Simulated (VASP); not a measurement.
# BN in VASP: notebook

BN is run at these levels: PBEsol; tasks: single point, relaxation of cell and atoms.

Program: VASP 6.6.1. These are calculated values, not measurements. Logs are shortened: lines on timing, memory, paths and dates and some standing lists are left out, and cuts for length are marked.

## 1. The cell of the first run

It takes space group P6_3mc (No. 186, hexagonal). Conventional cell: a = 2.545 Å, b = 2.545 Å, c = 8.366 Å, α = 90.00°, β = 90.00°, γ = 120.00°. Within 2.1 Å of B (site symmetry 3m) lie 4 N at 1.56 Å. Within 2.1 Å of B (site symmetry 3m) lie 4 N at 1.56 to 1.57 Å. N (site symmetry 3m) has 4 B at 1.56 Å within 2.1 Å. N (site symmetry 3m) has 4 B at 1.56 to 1.57 Å within 2.1 Å.

## 2. Single point, PBEsol

Input file INCAR:

```
SYSTEM = BN
PREC = Accurate
ENCUT = 520
EDIFF = 1E-6
ISMEAR = -1
SIGMA = 0.03
LREAL = .FALSE.
LASPH = .TRUE.
NELM = 80
ALGO = Normal
ISIF = 2
LWAVE = .FALSE.
LCHARG = .FALSE.
GGA = PS
NBANDS = 26
```

Input file KPOINTS:

```
Automatic mesh
0
G
  9 9 4
  0 0 0
```

Input file POSCAR:

```
BN
1.0
    2.5449789294      0.0000000000      0.0000000000
   -1.2724894647      2.2040164049      0.0000000000
    0.0000000000      0.0000000000      8.3655564177
B N
4 4
Direct
    0.0000000000      0.0000000000      0.0003978099
    0.3333333333      0.6666666667      0.2497076924
    0.0000000000      0.0000000000      0.5003978099
    0.6666666667      0.3333333333      0.7497076924
    0.0000000000      0.0000000000      0.1869829292
    0.3333333333      0.6666666667      0.4379115686
    0.0000000000      0.0000000000      0.6869829292
    0.6666666667      0.3333333333      0.9379115686
```

Potentials or basis: VASP PAW PBE potentials, release 64 (B, N).

The run is started by

```
$ cat potpaw_PBE.64/B/POTCAR potpaw_PBE.64/N/POTCAR > POTCAR
$ mpirun -np 1 vasp_std > vasp.out
```

OUTCAR:

```text
SYSTEM = BN
   PREC = Accurate
   ENCUT = 520
   EDIFF = 1E-6
   ISMEAR = -1
   LREAL = .FALSE.
   LASPH = .TRUE.
   NELM = 80
   ISIF = 2
   GGA = PS

 ion  position               nearest neighbor table
   1  0.000  0.000  0.000-   8 1.56   8 1.56   8 1.56   5 1.56
   2  0.333  0.667  0.250-   5 1.56   5 1.56   5 1.56   6 1.57
   3  0.000  0.000  0.500-   6 1.56   6 1.56   6 1.56   7 1.56
   4  0.667  0.333  0.750-   7 1.56   7 1.56   7 1.56   8 1.57
   5  0.000  0.000  0.187-   2 1.56   2 1.56   2 1.56   1 1.56
   6  0.333  0.667  0.438-   3 1.56   3 1.56   3 1.56   2 1.57
   7  0.000  0.000  0.687-   4 1.56   4 1.56   4 1.56   3 1.56
   8  0.667  0.333  0.938-   1 1.56   1 1.56   1 1.56   4 1.57

  LATTYP: Found a hexagonal cell.
 ALAT       =     2.5449789294
 C/A-ratio  =     3.2870827813

  Lattice vectors:

 A1 = (   2.5449789294,   0.0000000000,   0.0000000000)
 A2 = (  -1.2724894647,   2.2040164049,   0.0000000000)
 A3 = (   0.0000000000,   0.0000000000,   8.3655564177)

Analysis of symmetry for initial positions (statically):
=====================================================================
 Subroutine PRICEL returns:
 Original cell was already a primitive cell.

 Routine SETGRP: Setting up the symmetry group for a
 hexagonal supercell.

 Subroutine GETGRP returns: Found 12 space group operations
 (whereof  6 operations were pure point group operations)
 out of a pool of 24 trial point group operations.

The static configuration has the point symmetry C_3v.
 The point group associated with its full space group is C_6v.

Analysis of symmetry for dynamics (positions and initial velocities):
=====================================================================
 Subroutine PRICEL returns:
 Original cell was already a primitive cell.

 Routine SETGRP: Setting up the symmetry group for a
 hexagonal supercell.

 Subroutine GETGRP returns: Found 12 space group operations
 (whereof  6 operations were pure point group operations)
 out of a pool of 24 trial point group operations.

The dynamic configuration has the point symmetry C_3v.
 The point group associated with its full space group is C_6v.

 Subroutine INISYM returns: Found 12 space group operations
 (whereof  6 operations are pure point group operations),
 and found     1 'primitive' translations

----------------------------------------------------------------------------------------

                                     Primitive cell

  volume of cell :      46.9239

  direct lattice vectors                    reciprocal lattice vectors
     2.544978929  0.000000000  0.000000000     0.392930562  0.226858566  0.000000000
    -1.272489465  2.204016405  0.000000000     0.000000000  0.453717131  0.000000000
     0.000000000  0.000000000  8.365556418     0.000000000  0.000000000  0.119537775

  length of vectors
     2.544978929  2.544978929  8.365556418     0.453717131  0.453717131  0.119537775

  position of ions in fractional coordinates (direct lattice)
     0.000000000  0.000000000  0.000397810
     0.333333333  0.666666667  0.249707692
     0.000000000  0.000000000  0.500397810
     0.666666667  0.333333333  0.749707692
     0.000000000  0.000000000  0.186982929
     0.333333333  0.666666667  0.437911569
     0.000000000  0.000000000  0.686982929
     0.666666667  0.333333333  0.937911569

  ion indices of the primitive-cell ions
   primitive index   ion index
                 1           1
                 2           2
                 3           3
                 4           4
                 5           5
                 6           6
                 7           7
                 8           8

----------------------------------------------------------------------------------------

 KPOINTS: Automatic mesh

Automatic generation of k-mesh.
 Grid dimensions read from file:
 generate k-points for:    9    9    4

 Generating k-lattice:

  Cartesian coordinates                     Fractional coordinates (reciprocal lattice)
     0.043658951  0.025206507  0.000000000     0.111111111  0.000000000  0.000000000
     0.000000000  0.050413015  0.000000000     0.000000000  0.111111111  0.000000000
     0.000000000  0.000000000  0.029884444     0.000000000  0.000000000  0.250000000

  Length of vectors
     0.050413015  0.050413015  0.029884444

  Shift w.r.t. Gamma in fractional coordinates (k-lattice)
     0.000000000  0.000000000  0.000000000

 Subroutine IBZKPT returns following result:
 ===========================================

 Found     36 irreducible k-points:

 Following reciprocal coordinates:
            Coordinates               Weight
  0.000000  0.000000  0.000000      1.000000
  0.111111  0.000000  0.000000      6.000000
  0.222222 -0.000000  0.000000      6.000000
  0.333333 -0.000000  0.000000      6.000000
  0.444444 -0.000000  0.000000      6.000000
  0.111111  0.111111  0.000000      6.000000
[... 16 lines left out ...]
  0.333333  0.222222  0.250000     24.000000
  0.333333  0.333333  0.250000      4.000000
 [... further k-points ...]
   k-points           NKPTS =     36   k-points in BZ     NKDIM =     36   number of bands    NBANDS=     26
   number of dos      NEDOS =    301   number of ions     NIONS =      8
   total plane-waves  NPLWV =  25600
   dimension x,y,z NGX =    20 NGY =   20 NGZ =   64
   dimension x,y,z NGXF=    40 NGYF=   40 NGZF=  128
   ions per type =               4   4
   NGX,Y,Z   is equivalent  to a cutoff of  13.06, 13.06, 12.72 a.u.
   NGXF,Y,Z  is equivalent  to a cutoff of  26.13, 26.13, 25.44 a.u.
 SYSTEM =  BN
   PREC   = accura    normal or accurate (medium, high low for compatibility)
   ISTART =      0    job   : 0-new  1-cont  2-samecut
   ICHARG =      2    charge: 1-file 2-atom 10-const
   ISPIN  =      1    spin polarized calculation?
   LNONCOLLINEAR =      F non collinear calculations
   LSORBIT =      F    spin-orbit coupling
   LASPH  =      T    aspherical Exc in radial PAW
   ENCUT  =  520.0 eV  38.22 Ry    6.18 a.u.   4.73  4.73 15.55*2*pi/ulx,y,z
   NELM   =     80;   NELMIN=  2; NELMDL= -5     # of ELM steps
   EDIFF  = 0.1E-05   stopping-criterion for ELM
   LREAL  =      F    real-space projection
   EDIFFG = 0.1E-04   stopping-criterion for IOM
   NSW    =      0    number of steps for IOM
   IBRION =     -1    ionic relax: 0-MD 1-quasi-New 2-CG
   NFREE  =      0    steps in history (QN), initial steepest desc. (CG)
   ISIF   =      2    stress and relaxation
   ISYM   =      2    0-nonsym 1-usesym 2-fastsym
   POTIM  = 0.5000    time-step for ionic-motion
   TEBEG  =    0.0;   TEEND  =   0.0 temperature during run
   PSTRESS=    0.0 pullay stress
   NELECT =      32.0000    total number of electrons
   NUPDOWN=      -1.0000    fix difference up-down
   EMIN   =  10.00;   EMAX   =-10.00  energy-range for DOS
   EFERMI =   0.00;   METHOD = LEGACY
   ISMEAR =    -1;   SIGMA  =   0.03  broadening in eV -4-tet -1-fermi 0-gaus
   EFERMI_NEDOS =   21; number of points for ismear=-14 and -15
   IALGO  =     38    algorithm
   IMIX   =      4    mixing-type and parameters
     AMIX     =   0.40;   BMIX     =  1.00
     AMIX_MAG =   1.60;   BMIX_MAG =  1.00
  volume/ion in A,a.u.               =       5.87        39.58
  Fermi-wavevector in a.u.,A,eV,Ry     =   1.440987  2.723071 28.251748  2.076445
  Thomas-Fermi vector in A             =   2.559670
   LORBIT       =      0    0 simple, 1 ext, 2 COOP (PROOUT), +10 PAW based schemes
   GGA     = PS    functional components
   LHFCALC =     F    Hartree Fock is set to
   AEXX    =    0.0000 exact exchange contribution
   IVDW    =     0    specifies the selected vdW correction
   LEPSILON=     F    determine dielectric tensor
   LRPA    =     F    only Hartree local field effects (RPA)
 non-spin polarized calculation
  energy-cutoff  :      520.00
  volume of cell :       46.92
 maximum number of plane-waves:      1279
 NGX is ok and might be reduce to    20
   NGX =  9   NGY =  9   NGZ = 31

 number of electron      31.9999994 magnetization

 Free energy of the ion-electron system (eV)
  ---------------------------------------------------
  ext. energy  EPLUGINS =         0.00000000
  ---------------------------------------------------
  free energy    TOTEN  =       -73.33275583 eV

  energy without entropy =      -73.33275583  energy(sigma->0) =      -73.33275583

 E-fermi :   8.1441     XC(G=0): -13.0456

 val. band max:        7.5248665065   @ k =   0.0000   0.0000   0.0000
 cond. band min:      13.0040753548   @ k =   0.4444  -0.0000   0.0000
 fundamental gap:      5.4792088483
 Fermi energy:         8.1440691805

 k-point     1 :       0.0000    0.0000    0.0000
  band No.  band energies     occupation
      1     -12.8957      2.00000
      2     -11.4454      2.00000
      3     -11.3745      2.00000
      4      -8.6255      2.00000
      5      -3.4350      2.00000
      6       1.8346      2.00000
[... 18 lines left out ...]
     25      18.0465      0.00000
     26      18.0600      0.00000

 k-point     2 :       0.1111    0.0000    0.0000
  band No.  band energies     occupation
      1     -12.6252      2.00000
      2     -11.1886      2.00000
      3     -11.1176      2.00000
      4      -8.4210      2.00000
      5      -3.1664      2.00000
      6       1.9048      2.00000
[... 18 lines left out ...]
     25      18.5148      0.00000
     26      18.6179      0.00000

 k-point     3 :       0.2222   -0.0000    0.0000
  band No.  band energies     occupation
      1     -11.8294      2.00000
      2     -10.4427      2.00000
      3     -10.3707      2.00000
      4      -7.8643      2.00000
      5      -2.3783      2.00000
      6       1.2995      2.00000
[... 572 lines left out ...]
 k-point    23 :       0.3333    0.2222    0.2500
  band No.  band energies     occupation
      1      -8.4292      2.00000
      2      -8.0271      2.00000
      3      -7.4502      2.00000
      4      -7.0618      2.00000
      5      -2.0227      2.00000
      6      -1.6288      2.00000
[... 18 lines left out ...]
     25      21.2439      0.00000
     26      21.3342      0.00000

 k-point    24 :       0.3333    0.3333    0.2500
  band No.  band energies     occupation
      1      -7.5315      2.00000
      2      -7.4198      2.00000
      3      -7.3722      2.00000
      4      -7.3722      2.00000
      5      -1.6161      2.00000
      6      -1.6161      2.00000
[... 18 lines left out ...]
     25      21.9863      0.00000
     26      22.0133      0.00000

 [... further k-points ...]
[... 5 lines left out ...]
  --------------------------------------------------------------------------------------
  -------------------------------------------------------------------------------------
  Total        0.2019554      0.2019554      0.1894112      0.0000000      0.0000000      0.0000000
  in kB        6.8956040      6.8956040      6.4672904      0.0000000      0.0000000      0.0000000
  external PRESSURE =       6.7528328 kB  Pullay stress =       0.0000000 kB

 VOLUME and BASIS-vectors are now :
 -----------------------------------------------------------------------------
  energy-cutoff  :      520.00
  volume of cell :       46.92
      direct lattice vectors                 reciprocal lattice vectors
     2.544978929  0.000000000  0.000000000     0.392930562  0.226858566  0.000000000
    -1.272489465  2.204016405  0.000000000     0.000000000  0.453717131  0.000000000
     0.000000000  0.000000000  8.365556418     0.000000000  0.000000000  0.119537775

 POSITION                                       TOTAL-FORCE (eV/Angst)
 -----------------------------------------------------------------------------------
      0.00000      0.00000      0.00333        -0.000000     -0.000000      0.000140
     -0.00000      1.46934      2.08894         0.000000     -0.000000      0.002294
      0.00000      0.00000      4.18611        -0.000000     -0.000000      0.000140
      1.27249      0.73467      6.27172        -0.000000      0.000000      0.002294
      0.00000      0.00000      1.56422        -0.000000     -0.000000     -0.000583
     -0.00000      1.46934      3.66337         0.000000      0.000000     -0.001851
      0.00000      0.00000      5.74699        -0.000000     -0.000000     -0.000583
      1.27249      0.73467      7.84615         0.000000     -0.000000     -0.001851
 -----------------------------------------------------------------------------------
    total drift:                                0.000000      0.000000     -0.000205

  FREE ENERGIE OF THE ION-ELECTRON SYSTEM (eV)
  ---------------------------------------------------
  free  energy   TOTEN  =       -73.3327558251 eV

  energy  without entropy=      -73.3327558251  energy(sigma->0) =      -73.33275583
```

Run time: 57 s. Hardware: 1 thread of AMD EPYC 7R13, shared host; peak memory 0.14 GiB.

Results:

```yaml
Free_energy: -73.3328 eV
Pressure: 0.7 GPa
Band_gap_on_the_k_mesh: 5.48 eV (least direct gap 7.48 eV)
```

Forces on the atoms (eV/Å):
```
B    0.000  0.000  0.000
B    0.000  0.000  0.002
B    0.000  0.000  0.000
B    0.000  0.000  0.002
N    0.000  0.000 -0.001
N    0.000  0.000 -0.002
N    0.000  0.000 -0.001
N    0.000  0.000 -0.002
```

Levels at points of the mesh, in eV from the valence-band top:
```tsv
k point	band 14	band 15	band 16	band 17	band 18	band 19
(0.00, 0.00, 0.00)	-0.14	0.00	0.00	8.57	8.57	8.72
(0.00, 0.00, 0.50)	-0.38	-0.38	-0.38	9.04	9.04	9.04
```

Caveat: the PAW data sets were made with another functional, which shifts forces and pressure a little.

## 3. Single point, PBEsol

Input file INCAR:

```
ALGO = Normal
EDIFF = 1E-7
ENCUT = 520
GGA = PS
ISIF = 2
ISMEAR = -1
LASPH = True
LCHARG = True
LELF = True
LREAL = False
LVHAR = True
LWAVE = False
NBANDS = 26
NELM = 60
PREC = Accurate
SIGMA = 0.05
```

Input file KPOINTS:

```
k-points
0
Gamma
  9 9 2
```

Input file POSCAR:

```
BN
1.0
    2.5450826238      0.0000153181      0.0000061431
   -1.2725280426      2.2041018861     -0.0000033470
    0.0000200524     -0.0000009698      8.3658894308
B N
4 4
Direct
   -0.0055134633     -0.0000563066      0.0001156114
    0.3278226930      0.6666103253      0.2494233222
   -0.0055101225     -0.0000568821      0.5001158041
    0.6611528194      0.3332758032      0.7494234598
   -0.0055111764     -0.0000567792      0.1866994315
    0.3278231144      0.6666090694      0.4376308832
   -0.0055138356     -0.0000566650      0.6866997492
    0.6611528317      0.3332767431      0.9376306018
```

Potentials or basis: VASP PAW PBE potentials, release 64 (B, N).

The run is started by

```
$ cat potpaw_PBE.64/B/POTCAR potpaw_PBE.64/N/POTCAR > POTCAR
$ mpirun -np 1 vasp_std > vasp.out
```

Wall time 44 s (1 thread of AMD EPYC 7R13, shared host); peak memory 0.14 GiB.

The run converged. Its results:

```yaml
Free_energy: -73.3327 eV
Pressure: 0.6 GPa
Band_gap_on_the_k_mesh: 5.48 eV (least direct gap 7.48 eV)
```

Forces in eV/Å, atoms in the order of the input:
```
B    0.000  0.000  0.000
B    0.000  0.000  0.002
B    0.000  0.000  0.000
B    0.000  0.000  0.002
N    0.000  0.000  0.000
N    0.000  0.000 -0.002
N    0.000  0.000  0.000
N    0.000  0.000 -0.002
```

Levels at points of the mesh, in eV from the valence-band top:
```
           k point  band 13  band 14  band 15  band 16  band 17  band 18  band 19  band 20
(0.00, 0.00, 0.00)    -1.11    -0.14     0.00     0.00     8.56     8.56     8.72     9.30
(0.00, 0.00, 0.50)    -0.38    -0.38    -0.38    -0.38     9.04     9.04     9.04     9.04
```

Caveat: the PAW data sets were made with another functional, which shifts forces and pressure a little. A k mesh can miss the band edges.

(Part 1 of 2 ends here.)
